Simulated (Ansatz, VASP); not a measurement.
Two plane-wave programs on CoO

Contents of INCAR:

```
SYSTEM = CoO
ALGO     = Normal         ! electronic algorithm
EDIFF    = 1E-6           ! SCF threshold, eV
ENCUT    = 600            ! plane-wave cutoff, eV
GGA_COMPAT= .False.      
ISIF     = 2              ! what is computed and relaxed
ISMEAR   = 0              ! smearing method
ISPIN    = 2              ! spin polarisation
LASPH    = .True.         ! aspherical terms in the spheres
LCHARG   = .False.        ! write CHGCAR
LDAU     = .True.         ! DFT+U
LDAUJ    = 0 0          
LDAUL    = 2 -1           ! shell
LDAUPRINT= 1            
LDAUTYPE = 2            
LDAUU    = 4 0            ! U, eV
LMAXMIX  = 4              ! l up to which the mixer works
LORBIT   = 11             ! projections on sites
LREAL    = .False.        ! projectors in reciprocal space
LWAVE    = .False.        ! write WAVECAR
MAGMOM   = 2.82 0.28      ! initial moments
NBANDS   = 22             ! bands
NELM     = 200            ! most SCF steps
PREC     = Accurate       ! precision mode
SIGMA    = 0.05           ! smearing width, eV
```

KPOINTS

```
k-points
0
Gamma
  8 8 8
  0 0 0
```

POSCAR

```
CoO
1.0
    0.0000000000      2.1315016600      2.1315016600
    2.1315016600      0.0000000000      2.1315016600
    2.1315016600      2.1315016600      0.0000000000
Co O
1 1
Direct
    0.0000000000      0.0000000000      0.0000000000
    0.5000000000      0.5000000000      0.5000000000
```

Input for Ansatz:

```yaml
crystal:
  lattice:
    - [0.0, 2.13150166, 2.13150166]
    - [2.13150166, 0.0, 2.13150166]
    - [2.13150166, 2.13150166, 0.0]
  atoms:
    - { symbol: Co, position: [0.0, 0.0, 0.0], spin: 3.0 }
    - { symbol: O, position: [0.5, 0.5, 0.5] }
basis:
  ecutwfc: 420
  ecutrho_ratio: 4
kpoints:
  mp_grid: { grid: [8, 8, 8] }
hamiltonian:
  xc: lda
  hubbard:
    sites:
      - { site: 0, l: d, u_eff: 4.0, starting_ns: [{ spin: up, occupation_matrix: s0up }, { spin: down, occupation_matrix: s0down }] }
    occupation_matrices:
      s0up:
        matrix:
          - [0.97, 0.0, 0.0, 0.0, 0.0]
          - [0.0, 0.97, 0.0, 0.0, 0.0]
          - [0.0, 0.0, 0.97, 0.0, 0.0]
          - [0.0, 0.0, 0.0, 0.97, 0.0]
          - [0.0, 0.0, 0.0, 0.0, 0.97]
      s0down:
        matrix:
          - [0.02, 0.0, 0.0, 0.0, 0.0]
          - [0.0, 0.02, 0.0, 0.0, 0.0]
          - [0.0, 0.0, 0.97, 0.0, 0.0]
          - [0.0, 0.0, 0.0, 0.02, 0.0]
          - [0.0, 0.0, 0.0, 0.0, 0.97]
    ns_hold: { iters: 10 }
scf:
  occupations: { method: gaussian, width: 0.05 }
  lower_state_search: "off"
  max_iter: 150
output:
  forces: true
  stress: true
  eigenvalues: true
  populations: true
  hubbard: { sites: [{ site: 0, l: d }] }
  write_density: true
  write_potential: true
  elf: true
  volumetric_format: npy
magnetization:
  spin_polarized: true
```

Alike in both runs: task single point; functional LDA; k mesh 8 × 8 × 8; occupations gaussian, width 0.05 eV; collinear spin; Hubbard terms Co d U = 4.0 eV.

|  | VASP | Ansatz |
| --- | --- | --- |
| version | VASP 6.6.1 | Ansatz 0.2.0 |
| potentials or method | VASP PAW LDA potentials, release 64 (Co_sv, O), cutoff 600 eV | scalar-relativistic, plane waves, PAW |
| valence electrons in the cell | 23 | 23 |

```tsv
	VASP	Ansatz	Ansatz less VASP
gap on the k mesh at the Fermi level (eV)	none	none	-
pressure (GPa)	-19.0	-7.8	+11.17
traceless stress, the component that is largest in VASP (GPa)	0.00	-4.10	-4.103
net moment per atom (μB)	1.50	1.49	-0.006
size of the moment on the site where the two differ most (μB)	2.67	2.57	-0.109
```

LDA's correlation is that of Perdew and Zunger in VASP and of Perdew and Wang (1992) in Ansatz. Site moments also hang on the region over which each program counts them. The programs project onto different local orbitals, so the same U acts differently, and such runs can settle in different states. A gap of «none» marks a metal or a gap that the smearing closes. Ansatz's warnings: filled band counts differ across k points, symmetry narrowed by occupation matrices.
